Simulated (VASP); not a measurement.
Crystal: C.

```xyz
2
Lattice="0.0000 1.6820 1.8524 1.6820 0.0000 1.8524 1.6820 1.6820 0.0000" Properties=species:S:1:pos:R:3 pbc="T T T"
C     1.6820    1.6820    1.8524
C     2.5231    2.5231    2.7786
```

This cell differs from its parent crystal: volume 5.241 Å^3 an atom, c/a of the conventional cell 1.1013.

Base run:

| Item | Value |
| --- | --- |
| Program | VASP 6.6.1 |
| Functional | LDA |
| Potentials or basis | VASP PAW LDA potentials, release 64 (C) |
| Cutoff | 520 eV |
| k mesh | 12 × 12 × 12 |
| Occupations | gaussian, width 0.05 eV |
| Spin | no spin polarisation |

Its results: band gap on the k mesh 3.06 eV, indirect (least direct gap 4.89 eV); pressure 27.2 GPa.

**Question.** The run is repeated on the same cell with these changes: potentials or basis from VASP PAW LDA potentials, release 64 (C) to VASP PAW LDA potentials, release 64 (C_h); cutoff from 520 eV to 910 eV; further incar settings from ALGO = Normal; EDIFF = 1e-07; NBANDS = 11 to ALGO = Normal; EDIFF = 1e-06; NBANDS = 11. What comes out?

**Answer.** Band gap on the k mesh 3.06 eV, indirect (least direct gap 4.89 eV); pressure 26.1 GPa.

Caveats: the cutoff is under 1.25 times the usual one of these potentials, so pressure, stress and relaxed cells hold a basis-set (Pulay) error (some runs).

A k mesh can miss the band edges.
